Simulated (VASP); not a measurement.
# BaTiO3 (Amm2) in VASP: electric field gradients with PBE

Aim: the electric field gradients of BaTiO3 with PBE.

Everything below comes from runs of VASP 6.6.1. Logs are shortened: lines on timing, memory, paths and dates and some standing lists are left out, and cuts for length are marked.

## 1. The cell of the first run

The structure is orthorhombic, space group Amm2 (No. 38). Conventional cell: a = 3.984 Å, b = 5.674 Å, c = 5.692 Å, α = 90.00°, β = 90.00°, γ = 90.00°. Within 3.7 Å of Ba (site symmetry mm2) lie 12 O at 2.80 to 2.89 Å and 8 Ti at 3.44 to 3.51 Å. Ti (site symmetry mm2) has 6 O at 1.95 to 2.07 Å within 2.6 Å. Within 2.6 Å of O (site symmetry mm2) lie 2 Ti at 1.99 Å. O (site symmetry m) has 2 Ti at 1.95 to 2.07 Å within 2.6 Å.

## 2. Electric field gradients, PBE

INCAR reads:

```
ALGO     = Normal         # electronic algorithm
EDIFF    = 1E-8           # SCF threshold, eV
ENCUT    = 1000           # plane-wave cutoff, eV
GGA      = PE             # functional
GGA_COMPAT= False        
ISIF     = 2              # what is computed and relaxed
ISMEAR   = -1             # smearing method
LASPH    = True           # aspherical terms in the spheres
LCHARG   = False          # write CHGCAR
LEFG     = True         
LREAL    = False          # projectors in reciprocal space
LWAVE    = False          # write WAVECAR
NBANDS   = 28             # bands
NELM     = 120            # most SCF steps
PREC     = Accurate       # precision mode
SIGMA    = 0.02           # smearing width, eV
```

KPOINTS reads:

```
k-points
0
Gamma
  8 8 8
```

POSCAR reads:

```
BaTiO3
1.0
    3.9841000000      0.0000000000      0.0000000000
    0.0000000000      2.8370500000      2.8458000000
    0.0000000000     -2.8370500000      2.8458000000
Ba Ti O
1 1 3
Direct
    0.0000000000      0.0000000000      0.0000000000
    0.5000000000      0.5079000000      0.5079000000
    0.0000000000      0.4921000000      0.4921000000
    0.5000000000      0.5025100000      0.9937100000
    0.5000000000      0.9937100000      0.5025100000
```

Potentials or basis: VASP PAW PBE potentials, release 64 (Ba_sv, Ti_sv, O_h).

Run with:

```sh
cat potpaw_PBE.64/Ba_sv/POTCAR potpaw_PBE.64/Ti_sv/POTCAR potpaw_PBE.64/O_h/POTCAR > POTCAR
mpirun -np 1 vasp_std > vasp.out
```

OUTCAR:

```text
EDIFF = 1E-8
   ENCUT = 1000
   GGA = PE
   ISIF = 2
   ISMEAR = -1
   LASPH = True
   LREAL = False
   NELM = 120
   PREC = Accurate

 ion  position               nearest neighbor table
   1  0.000  0.000  0.000-   3 2.80   4 2.82   5 2.82   4 2.82   5 2.82   4 2.84   5 2.84   5 2.84
                             4 2.84   3 2.84   3 2.84   3 2.89   2 3.44   2 3.44   2 3.47   2 3.47
   2  0.500  0.508  0.508-   4 1.95   5 1.95   3 1.99   3 1.99   5 2.07   4 2.07   1 3.44   1 3.44
                             1 3.47   1 3.47   1 3.47   1 3.47   1 3.51   1 3.51
   3  0.000  0.492  0.492-   2 1.99   2 1.99   1 2.80   1 2.84   1 2.84   1 2.89
   4  0.500  0.503  0.994-   2 1.95   2 2.07   1 2.82   1 2.82   1 2.84   1 2.84
   5  0.500  0.994  0.503-   2 1.95   2 2.07   1 2.82   1 2.82   1 2.84   1 2.84

  LATTYP: Found a base centered orthorhombic cell.
 ALAT       =     5.6741000000
 B/A-ratio  =     1.0030841896
 C/A-ratio  =     0.7021554079

  Lattice vectors:

 A1 = (   0.0000000000,   2.8370500000,  -2.8458000000)
 A2 = (   0.0000000000,   2.8370500000,   2.8458000000)
 A3 = (   3.9841000000,   0.0000000000,   0.0000000000)

Analysis of symmetry for initial positions (statically):
=====================================================================
 Subroutine PRICEL returns:
 Original cell was already a primitive cell.

 Routine SETGRP: Setting up the symmetry group for a
 base centered orthorhombic supercell.

 Subroutine GETGRP returns: Found  4 space group operations
 (whereof  4 operations were pure point group operations)
 out of a pool of  8 trial point group operations.

The static configuration has the point symmetry C_2v.

Analysis of symmetry for dynamics (positions and initial velocities):
=====================================================================
 Subroutine PRICEL returns:
 Original cell was already a primitive cell.

 Routine SETGRP: Setting up the symmetry group for a
 base centered orthorhombic supercell.

 Subroutine GETGRP returns: Found  4 space group operations
 (whereof  4 operations were pure point group operations)
 out of a pool of  8 trial point group operations.

The dynamic configuration has the point symmetry C_2v.

 Subroutine INISYM returns: Found  4 space group operations
 (whereof  4 operations are pure point group operations),
 and found     1 'primitive' translations

----------------------------------------------------------------------------------------

                                     Primitive cell

  volume of cell :      64.3327

  direct lattice vectors                    reciprocal lattice vectors
     3.984100000  0.000000000  0.000000000     0.250997716  0.000000000  0.000000000
     0.000000000  2.837050000  2.845800000     0.000000000  0.176239404  0.175697519
     0.000000000 -2.837050000  2.845800000     0.000000000 -0.176239404  0.175697519

  length of vectors
     3.984100000  4.018386535  4.018386535     0.250997716  0.248857280  0.248857280

  position of ions in fractional coordinates (direct lattice)
     0.000000000  0.000000000  0.000000000
     0.500000000  0.507900000  0.507900000
     0.000000000  0.492100000  0.492100000
     0.500000000  0.502510000  0.993710000
     0.500000000  0.993710000  0.502510000

  ion indices of the primitive-cell ions
   primitive index   ion index
                 1           1
                 2           2
                 3           3
                 4           4
                 5           5

----------------------------------------------------------------------------------------

 KPOINTS: k-points

Automatic generation of k-mesh.
 Grid dimensions read from file:
 generate k-points for:    8    8    8

 Generating k-lattice:

[... 51 lines left out ...]
 SYSTEM =  unknown system
   PREC   = accura    normal or accurate (medium, high low for compatibility)
   ISTART =      0    job   : 0-new  1-cont  2-samecut
   ICHARG =      2    charge: 1-file 2-atom 10-const
   ISPIN  =      1    spin polarized calculation?
   LNONCOLLINEAR =      F non collinear calculations
   LSORBIT =      F    spin-orbit coupling
   LASPH  =      T    aspherical Exc in radial PAW
   ENCUT  = 1000.0 eV  73.50 Ry    8.57 a.u.  10.27 10.36 10.36*2*pi/ulx,y,z
   NELM   =    120;   NELMIN=  2; NELMDL= -5     # of ELM steps
   EDIFF  = 0.1E-07   stopping-criterion for ELM
   LREAL  =      F    real-space projection
   EDIFFG = 0.1E-06   stopping-criterion for IOM
   NSW    =      0    number of steps for IOM
   IBRION =     -1    ionic relax: 0-MD 1-quasi-New 2-CG
   NFREE  =      0    steps in history (QN), initial steepest desc. (CG)
   ISIF   =      2    stress and relaxation
   ISYM   =      2    0-nonsym 1-usesym 2-fastsym
   POTIM  = 0.5000    time-step for ionic-motion
   TEBEG  =    0.0;   TEEND  =   0.0 temperature during run
   PSTRESS=    0.0 pullay stress
   NELECT =      40.0000    total number of electrons
   NUPDOWN=      -1.0000    fix difference up-down
   EMIN   =  10.00;   EMAX   =-10.00  energy-range for DOS
   EFERMI =   0.00;   METHOD = LEGACY
   ISMEAR =    -1;   SIGMA  =   0.02  broadening in eV -4-tet -1-fermi 0-gaus
   EFERMI_NEDOS =   21; number of points for ismear=-14 and -15
   IALGO  =     38    algorithm
   IMIX   =      4    mixing-type and parameters
     AMIX     =   0.40;   BMIX     =  1.00
     AMIX_MAG =   1.60;   BMIX_MAG =  1.00
  volume/ion in A,a.u.               =      12.87        86.83
  Fermi-wavevector in a.u.,A,eV,Ry     =   1.397283  2.640482 26.564002  1.952399
  Thomas-Fermi vector in A             =   2.520554
   LORBIT       =      0    0 simple, 1 ext, 2 COOP (PROOUT), +10 PAW based schemes
   GGA     = PE    functional components
   LHFCALC =     F    Hartree Fock is set to
   AEXX    =    0.0000 exact exchange contribution
   IVDW    =     0    specifies the selected vdW correction
   LEPSILON=     F    determine dielectric tensor
   LRPA    =     F    only Hartree local field effects (RPA)
 non-spin polarized calculation
  energy-cutoff  :     1000.00
  volume of cell :       64.33
 maximum number of plane-waves:      4660
 NGX is ok and might be reduce to    42
   NGX = 21   NGY = 21   NGZ = 21

 number of electron      40.0000000 magnetization

 Free energy of the ion-electron system (eV)
  ---------------------------------------------------
  ext. energy  EPLUGINS =         0.00000000
  ---------------------------------------------------
  free energy    TOTEN  =       -40.00070936 eV

  energy without entropy =      -40.00070936  energy(sigma->0) =      -40.00070936

 E-fermi :   4.7138     XC(G=0): -11.2440

 val. band max:        4.1645901100   @ k =   0.5000   0.5000   0.5000
 cond. band min:       5.9606481707   @ k =   0.0000   0.0000   0.0000
 fundamental gap:      1.7960580607
 Fermi energy:         4.7138055983

 k-point     1 :       0.0000    0.0000    0.0000
  band No.  band energies     occupation
      1     -52.4462      2.00000
      2     -28.6635      2.00000
      3     -28.6615      2.00000
      4     -28.6571      2.00000
      5     -20.6585      2.00000
      6     -12.7200      2.00000
[... 733 lines left out ...]
     27      12.2063      0.00000
     28      13.7611      0.00000

 [... further k-points ...]

------------------------ aborting loop because EDIFF is reached ----------------------------------------

  FORCE on cell =-STRESS in cart. coord.  units (eV):
  Direction    XX          YY          ZZ          XY          YZ          ZX
  --------------------------------------------------------------------------------------
  -------------------------------------------------------------------------------------
  Total        1.8087406      1.5213686      1.2398139      0.0000000      0.0000000      0.0000000
  in kB       45.0459003     37.8890264     30.8770277      0.0000000      0.0000000      0.0000000
  external PRESSURE =      37.9373182 kB  Pullay stress =       0.0000000 kB

 VOLUME and BASIS-vectors are now :
 -----------------------------------------------------------------------------
  energy-cutoff  :     1000.00
  volume of cell :       64.33
      direct lattice vectors                 reciprocal lattice vectors
     3.984100000  0.000000000  0.000000000     0.250997716  0.000000000  0.000000000
     0.000000000  2.837050000  2.845800000     0.000000000  0.176239404  0.175697519
     0.000000000 -2.837050000  2.845800000     0.000000000 -0.176239404  0.175697519

 POSITION                                       TOTAL-FORCE (eV/Angst)
 -----------------------------------------------------------------------------------
      0.00000      0.00000      0.00000         0.000000      0.000000      0.085891
      1.99205      0.00000      2.89076         0.000000      0.000000      0.189028
      0.00000      0.00000      2.80084         0.000000      0.000000      0.097897
      1.99205     -1.39356      4.25794         0.000000      0.001813     -0.186408
      1.99205      1.39356      4.25794         0.000000     -0.001813     -0.186408
 -----------------------------------------------------------------------------------
    total drift:                                0.000000     -0.000001      0.001241

  FREE ENERGIE OF THE ION-ELECTRON SYSTEM (eV)
  ---------------------------------------------------
  free  energy   TOTEN  =       -40.0007093578 eV

  energy  without entropy=      -40.0007093578  energy(sigma->0) =      -40.00070936

 Electric field gradients (V/A^2)
---------------------------------------------------------------------
 ion       V_xx      V_yy      V_zz      V_xy      V_xz      V_yz
---------------------------------------------------------------------
   1       0.677    -1.341     0.664    -0.000    -0.000     0.000
   2      -5.897     3.110     2.786    -0.000     0.000    -0.000
   3      24.343   -11.742   -12.602     0.000     0.000     0.000
   4     -13.199     6.103     7.096     0.000     0.000   -18.355
   5     -13.199     6.103     7.096    -0.000     0.000    18.355
---------------------------------------------------------------------

 Electric field gradients after diagonalization (V/A^2)
 (convention: |V_zz| > |V_xx| > |V_yy|)
----------------------------------------------------------------------
 ion       V_xx      V_yy      V_zz     asymmetry (V_yy - V_xx)/ V_zz
----------------------------------------------------------------------
   1       0.677     0.664    -1.341       0.010
   2       3.110     2.786    -5.897       0.055
   3     -12.602   -11.742    24.343       0.035
   4     -13.199   -11.762    24.961       0.058
   5     -13.199   -11.762    24.961       0.058
----------------------------------------------------------------------

           NMR quadrupolar parameters

 Cq : quadrupolar parameter    Cq=e*Q*V_zz/h
 eta: asymmetry parameters     (V_yy - V_xx)/ V_zz
 Q  : nuclear electric quadrupole moment in mb (millibarn)
----------------------------------------------------------------------
 ion       Cq(MHz)       eta       Q (mb)
----------------------------------------------------------------------
   1      -0.003       0.010       1.000
   2      -0.014       0.055       1.000
   3       0.059       0.035       1.000
   4       0.060       0.058       1.000
   5       0.060       0.058       1.000
----------------------------------------------------------------------
```

It took 9.7 min on 1 thread of Intel Xeon Platinum 8259CL at 2.50GHz (Skylake/Cascade Lake), shared host; peak memory 0.62 GiB.

Results:

| Quantity | Value |
| --- | --- |
| Free energy | -40.0007 eV |
| Pressure | 3.8 GPa |
| Largest force | 0.189 eV/Å |
| Band gap on the k mesh | 1.80 eV (least direct gap 1.97 eV) |
| Largest electric field gradient by atom | Ba -1.3; Ti -5.9; O +24.3, +25.0 (each value once) V/Å² |

Forces on the atoms (eV/Å):
```
Ba   0.000  0.000  0.086
Ti   0.000  0.000  0.189
O    0.000  0.000  0.098
O    0.000  0.002 -0.186
O    0.000 -0.002 -0.186
```

Stress tensor (GPa, compression positive):
```
4.50 0.00 0.00
0.00 3.79 0.00
0.00 0.00 3.09
```

Levels at points of the mesh, in eV from the valence-band top:
```csv
k point,band 16,band 17,band 18,band 19,band 20,band 21,band 22,band 23,band 24,band 25
"(0.00, 0.00, 0.00)",-1.10,-1.09,-0.24,-0.21,-0.18,1.80,1.82,1.90,3.93,3.98
"(0.50, 0.00, 0.00)",-1.96,-1.84,-1.80,-0.78,-0.74,1.97,3.52,3.55,3.93,5.90
"(0.00, 0.50, 0.00)",-1.94,-1.81,-1.72,-0.76,-0.72,1.99,3.49,3.50,3.97,5.93
"(0.50, 0.50, 0.00)",-2.70,-1.71,-0.87,-0.87,-0.09,3.50,3.55,3.93,4.73,7.66
"(0.00, 0.50, 0.50)",-2.65,-1.69,-0.92,-0.90,-0.12,3.49,3.52,3.90,4.83,7.61
"(0.50, 0.50, 0.50)",-2.42,-2.37,-0.03,0.00,0.00,4.15,4.16,4.18,6.68,6.69
```

Electric field gradients, principal values (V/Å²):
```csv
atom,least,middle,greatest (by size)
1 Ba,0.664,0.677,-1.341
2 Ti,2.786,3.110,-5.897
3 O,-11.742,-12.602,24.343
4 O,-11.762,-13.199,24.961
5 O,-11.762,-13.199,24.961
```

Caveat: the cell stands under pressure; without QUAD_EFG the Cq values of the log hold for a quadrupole moment of 1 mb, not for the nuclei; spin-orbit coupling is left out, which moves the levels of the heavy elements. A k mesh can miss the band edges.
